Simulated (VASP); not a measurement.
# Cu (I4/mmm) in VASP: a series of runs

Runs on Cu. Level: PBE. Tasks: single point.

Program: VASP 6.6.1. These are calculated values, not measurements. Logs are shortened: lines on timing, memory, paths and dates and some standing lists are left out, and cuts for length are marked.

### Step 1. The cell of the first run

The structure is tetragonal, space group I4/mmm (No. 139). Conventional cell: a = 2.886 Å, b = 2.886 Å, c = 2.752 Å, α = 90.00°, β = 90.00°, γ = 90.00°. Cu (site symmetry 4/mmm) has 14 Cu at 2.46 to 2.89 Å within 3.2 Å.

### Step 2. Single point, PBE

INCAR reads:

```
SYSTEM = Cu
PREC = Accurate ; ENCUT = 520
EDIFF = 1E-6 ; ISMEAR = 0
SIGMA = 0.1 ; LREAL = .FALSE.
LASPH = .TRUE. ; NELM = 100
ALGO = Normal ; ISIF = 2
LWAVE = .FALSE. ; LCHARG = .FALSE.
GGA = PE ; NBANDS = 12
```

KPOINTS reads:

```
Automatic mesh
0
Gamma
  12 12 12
  0.5 0.5 0.5
```

POSCAR reads:

```
Cu
1.0
   -1.4427933200      1.4427933200      1.3760814500
    1.4427933200     -1.4427933200      1.3760814500
    1.4427933200      1.4427933200     -1.3760814500
Cu
1
Direct
    0.0000000000      0.0000000000      0.0000000000
```

Potentials or basis: VASP PAW PBE potentials, release 64 (Cu).

Launch:

```sh
$ cat potpaw_PBE.64/Cu/POTCAR > POTCAR
$ mpirun -np 1 vasp_std > vasp.out
```

OUTCAR:

```text
SYSTEM = Cu
   PREC = Accurate
   ENCUT = 520
   EDIFF = 1E-6
   ISMEAR = 0
   LREAL = .FALSE.
   LASPH = .TRUE.
   NELM = 100
   ISIF = 2
   GGA = PE

 ion  position               nearest neighbor table
   1  0.000  0.000  0.000-

  LATTYP: Found a body centered tetragonal cell.
 ALAT       =     2.8855866400
 C/A-ratio  =     0.9537620052

  Lattice vectors:

 A1 = (  -1.4427933200,   1.4427933200,   1.3760814500)
 A2 = (   1.4427933200,  -1.4427933200,   1.3760814500)
 A3 = (   1.4427933200,   1.4427933200,  -1.3760814500)

Analysis of symmetry for initial positions (statically):
=====================================================================
 Subroutine PRICEL returns:
 Original cell was already a primitive cell.

 Routine SETGRP: Setting up the symmetry group for a
 body centered tetragonal supercell.

 Subroutine GETGRP returns: Found 16 space group operations
 (whereof 16 operations were pure point group operations)
 out of a pool of 16 trial point group operations.

The static configuration has the point symmetry D_4h.

Analysis of symmetry for dynamics (positions and initial velocities):
=====================================================================
 Subroutine PRICEL returns:
 Original cell was already a primitive cell.

 Routine SETGRP: Setting up the symmetry group for a
 body centered tetragonal supercell.

 Subroutine GETGRP returns: Found 16 space group operations
 (whereof 16 operations were pure point group operations)
 out of a pool of 16 trial point group operations.

The dynamic configuration has the point symmetry D_4h.

 Subroutine INISYM returns: Found 16 space group operations
 (whereof 16 operations are pure point group operations),
 and found     1 'primitive' translations

----------------------------------------------------------------------------------------

                                     Primitive cell

  volume of cell :      11.4581

  direct lattice vectors                    reciprocal lattice vectors
    -1.442793320  1.442793320  1.376081450     0.000000000  0.346549983  0.363350585
     1.442793320 -1.442793320  1.376081450     0.346549983  0.000000000  0.363350585
     1.442793320  1.442793320 -1.376081450     0.346549983  0.346549983  0.000000000

  length of vectors
     2.461078074  2.461078074  2.461078074     0.502116060  0.502116060  0.490095685

  position of ions in fractional coordinates (direct lattice)
     0.000000000  0.000000000  0.000000000

  ion indices of the primitive-cell ions
   primitive index   ion index
                 1           1

----------------------------------------------------------------------------------------

 KPOINTS: Automatic mesh

Automatic generation of k-mesh.
 Grid dimensions read from file:
 generate k-points for:   12   12   12

 Generating k-lattice:

  Cartesian coordinates                     Fractional coordinates (reciprocal lattice)
     0.000000000  0.028879165  0.030279215     0.083333333 -0.000000000  0.000000000
     0.028879165  0.000000000  0.030279215    -0.000000000  0.083333333  0.000000000
     0.028879165  0.028879165  0.000000000     0.000000000  0.000000000  0.083333333

  Length of vectors
     0.041843005  0.041843005  0.040841307

  Shift w.r.t. Gamma in fractional coordinates (k-lattice)
     0.500000000  0.500000000  0.500000000

 Subroutine IBZKPT returns following result:
 ===========================================

 Found    159 irreducible k-points:

 Following reciprocal coordinates:
            Coordinates               Weight
  0.041667  0.041667  0.041667      8.000000
  0.125000  0.041667  0.041667     16.000000
  0.208333  0.041667  0.041667     16.000000
  0.291667  0.041667  0.041667     16.000000
  0.375000  0.041667  0.041667     16.000000
  0.458333  0.041667  0.041667      8.000000
[... 16 lines left out ...]
 -0.458333  0.208333  0.041667     16.000000
 -0.375000  0.208333  0.041667     16.000000
 [... further k-points ...]
   k-points           NKPTS =    159   k-points in BZ     NKDIM =    159   number of bands    NBANDS=     12
   number of dos      NEDOS =    301   number of ions     NIONS =      1
   total plane-waves  NPLWV =   5832
   dimension x,y,z NGX =    18 NGY =   18 NGZ =   18
   dimension x,y,z NGXF=    36 NGYF=   36 NGZF=   36
   ions per type =               1
   NGX,Y,Z   is equivalent  to a cutoff of  12.16, 12.16, 12.16 a.u.
   NGXF,Y,Z  is equivalent  to a cutoff of  24.32, 24.32, 24.32 a.u.
 SYSTEM =  Cu
   PREC   = accura    normal or accurate (medium, high low for compatibility)
   ISTART =      0    job   : 0-new  1-cont  2-samecut
   ICHARG =      2    charge: 1-file 2-atom 10-const
   ISPIN  =      1    spin polarized calculation?
   LNONCOLLINEAR =      F non collinear calculations
   LSORBIT =      F    spin-orbit coupling
   LASPH  =      T    aspherical Exc in radial PAW
   ENCUT  =  520.0 eV  38.22 Ry    6.18 a.u.   4.58  4.58  4.58*2*pi/ulx,y,z
   NELM   =    100;   NELMIN=  2; NELMDL= -5     # of ELM steps
   EDIFF  = 0.1E-05   stopping-criterion for ELM
   LREAL  =      F    real-space projection
   EDIFFG = 0.1E-04   stopping-criterion for IOM
   NSW    =      0    number of steps for IOM
   IBRION =     -1    ionic relax: 0-MD 1-quasi-New 2-CG
   NFREE  =      0    steps in history (QN), initial steepest desc. (CG)
   ISIF   =      2    stress and relaxation
   ISYM   =      2    0-nonsym 1-usesym 2-fastsym
   POTIM  = 0.5000    time-step for ionic-motion
   TEBEG  =    0.0;   TEEND  =   0.0 temperature during run
   PSTRESS=    0.0 pullay stress
   NELECT =      11.0000    total number of electrons
   NUPDOWN=      -1.0000    fix difference up-down
   EMIN   =  10.00;   EMAX   =-10.00  energy-range for DOS
   EFERMI =   0.00;   METHOD = LEGACY
   ISMEAR =     0;   SIGMA  =   0.10  broadening in eV -4-tet -1-fermi 0-gaus
   EFERMI_NEDOS =   21; number of points for ismear=-14 and -15
   IALGO  =     38    algorithm
   IMIX   =      4    mixing-type and parameters
     AMIX     =   0.40;   BMIX     =  1.00
     AMIX_MAG =   1.60;   BMIX_MAG =  1.00
  volume/ion in A,a.u.               =      11.46        77.32
  Fermi-wavevector in a.u.,A,eV,Ry     =   1.614984  3.051878 35.486359  2.608174
  Thomas-Fermi vector in A             =   2.709805
   LORBIT       =      0    0 simple, 1 ext, 2 COOP (PROOUT), +10 PAW based schemes
   GGA     = PE    functional components
   LHFCALC =     F    Hartree Fock is set to
   AEXX    =    0.0000 exact exchange contribution
   IVDW    =     0    specifies the selected vdW correction
   LEPSILON=     F    determine dielectric tensor
   LRPA    =     F    only Hartree local field effects (RPA)
 non-spin polarized calculation
 Gauss-broadening in eV      SIGMA  =   0.10
  energy-cutoff  :      520.00
  volume of cell :       11.46
 maximum number of plane-waves:       323
   NGX =  9   NGY =  9   NGZ =  9

 number of electron      10.9999998 magnetization

 Free energy of the ion-electron system (eV)
  ---------------------------------------------------
  ext. energy  EPLUGINS =         0.00000000
  ---------------------------------------------------
  free energy    TOTEN  =        -3.68972954 eV

  energy without entropy =       -3.68928592  energy(sigma->0) =       -3.68950773

 E-fermi :   7.8898     XC(G=0): -12.9021

 val. band max:        7.8095043300   @ k =  -0.2083  -0.2917   0.0417
 cond. band min:       7.9416543555   @ k =  -0.2917  -0.2917   0.2917
 fundamental gap:      0.1321500255
 Fermi energy:         7.8897957695

 k-point     1 :       0.0417    0.0417    0.0417
  band No.  band energies     occupation
      1      -1.2024      2.00000
      2       4.6449      2.00000
      3       4.7939      2.00000
      4       4.9907      2.00000
      5       5.7032      2.00000
      6       5.8907      2.00000
      7      29.9406      0.00000
      8      30.9688      0.00000
      9      32.9214      0.00000
     10      33.4981      0.00000
     11      36.2126      0.00000
     12      36.8125      0.00000

 k-point     2 :       0.1250    0.0417    0.0417
  band No.  band energies     occupation
      1      -0.3993      2.00000
      2       4.5251      2.00000
      3       4.7164      2.00000
      4       5.2866      2.00000
      5       5.7243      2.00000
      6       5.8362      2.00000
      7      26.6624      0.00000
      8      28.1822      0.00000
      9      29.9581      0.00000
     10      33.1272      0.00000
     11      35.6499      0.00000
     12      36.9855      0.00000

 k-point     3 :       0.2083    0.0417    0.0417
  band No.  band energies     occupation
      1       0.8266      2.00000
      2       4.3315      2.00000
      3       4.6436      2.00000
      4       5.7163      2.00000
      5       5.7689      2.00000
      6       5.8633      2.00000
      7      22.2288      0.00000
      8      26.4895      0.00000
      9      27.7419      0.00000
     10      32.1440      0.00000
     11      34.6491      0.00000
     12      38.3629      0.00000
[... 286 lines left out ...]
 k-point    23 :      -0.4583    0.2083    0.0417
  band No.  band energies     occupation
      1       2.9077      2.00000
      2       4.1354      2.00000
      3       4.3492      2.00000
      4       5.7348      2.00000
      5       5.9221      2.00000
      6       7.4003      2.00000
      7      18.3390      0.00000
      8      19.3519      0.00000
      9      24.7688      0.00000
     10      34.9485      0.00000
     11      38.4448      0.00000
     12      41.8211      0.00000

 k-point    24 :      -0.3750    0.2083    0.0417
  band No.  band energies     occupation
      1       1.7991      2.00000
      2       4.3355      2.00000
      3       4.3832      2.00000
      4       5.6378      2.00000
      5       5.9018      2.00000
      6       6.4104      2.00000
      7      19.5982      0.00000
      8      23.4776      0.00000
      9      26.2500      0.00000
     10      34.8085      0.00000
     11      37.3797      0.00000
     12      38.9992      0.00000

 [... further k-points ...]

------------------------ aborting loop because EDIFF is reached ----------------------------------------

  FORCE on cell =-STRESS in cart. coord.  units (eV):
  Direction    XX          YY          ZZ          XY          YZ          ZX
  --------------------------------------------------------------------------------------
  -------------------------------------------------------------------------------------
  Total        0.5862003      0.5862003      0.5311822      0.0000000      0.0000000      0.0000000
  in kB       81.9679885     81.9679885     74.2748393      0.0000000      0.0000000      0.0000000
  external PRESSURE =      79.4036055 kB  Pullay stress =       0.0000000 kB

 VOLUME and BASIS-vectors are now :
 -----------------------------------------------------------------------------
  energy-cutoff  :      520.00
  volume of cell :       11.46
      direct lattice vectors                 reciprocal lattice vectors
    -1.442793320  1.442793320  1.376081450     0.000000000  0.346549983  0.363350585
     1.442793320 -1.442793320  1.376081450     0.346549983  0.000000000  0.363350585
     1.442793320  1.442793320 -1.376081450     0.346549983  0.346549983  0.000000000

 POSITION                                       TOTAL-FORCE (eV/Angst)
 -----------------------------------------------------------------------------------
      0.00000      0.00000      0.00000         0.000000      0.000000      0.000000
 -----------------------------------------------------------------------------------
    total drift:                                0.000000      0.000000      0.000000

  FREE ENERGIE OF THE ION-ELECTRON SYSTEM (eV)
  ---------------------------------------------------
  free  energy   TOTEN  =        -3.6897295366 eV

  energy  without entropy=       -3.6892859223  energy(sigma->0) =       -3.68950773
```

Run time: 14 s. Hardware: 1 thread of Intel Xeon 6975P-C (Granite Rapids), shared host; peak memory 0.13 GiB.

Results:

* Free energy: -3.6897 eV
* Pressure: 7.9 GPa

### Step 3. Single point, PBE

INCAR reads:

```
SYSTEM = Cu
PREC     = Accurate       ! precision mode
ENCUT    = 520            ! plane-wave cutoff, eV
EDIFF    = 1E-6           ! SCF threshold, eV
ISMEAR   = 0              ! smearing method
SIGMA    = 0.1            ! smearing width, eV
LREAL    = .FALSE.        ! projectors in reciprocal space
LASPH    = .TRUE.         ! aspherical terms in the spheres
NELM     = 60             ! most SCF steps
ALGO     = Fast           ! electronic algorithm
ISIF     = 2              ! what is computed and relaxed
LWAVE    = .FALSE.        ! write WAVECAR
LCHARG   = .FALSE.        ! write CHGCAR
GGA      = PE             ! functional
NBANDS   = 12             ! bands
```

KPOINTS reads:

```
Automatic mesh
0
G
  14 14 14
  0 0 0
```

POSCAR is that of step 2.

Potentials or basis: VASP PAW PBE potentials, release 64 (Cu).

Launch:

```sh
$ cat potpaw_PBE.64/Cu/POTCAR > POTCAR
$ mpirun -np 1 vasp_std > vasp.out
```

It took 24 s on 1 thread of Intel Xeon 6975P-C (Granite Rapids), shared host; peak memory 0.14 GiB.

It converged, with:

- Free energy: -3.6725 eV
- Pressure: 8.0 GPa

Stress tensor (GPa, compression positive):
```
8.20 0.00 0.00
0.00 8.20 0.00
0.00 0.00 7.68
```

Levels at points of the mesh, in eV from the Fermi level:
| k point | band 3 | band 4 | band 5 | band 6 | band 7 | band 8 | band 9 | band 10 |
| --- | --- | --- | --- | --- | --- | --- | --- | --- |
| (0.00, 0.00, 0.00) | -3.15 | -3.15 | -2.28 | -2.07 | 24.86 | 24.86 | 26.10 | 28.93 |
| (0.50, 0.00, 0.00) | -2.19 | -1.97 | -1.40 | -0.55 | 4.68 | 17.34 | 17.47 | 21.35 |
| (0.50, 0.50, 0.00) | -2.35 | -2.11 | -1.43 | -0.92 | 4.16 | 18.59 | 18.90 | 22.52 |
| (0.50, 0.50, 0.50) | -1.60 | -1.60 | -1.54 | 7.73 | 7.73 | 9.57 | 13.34 | 13.98 |
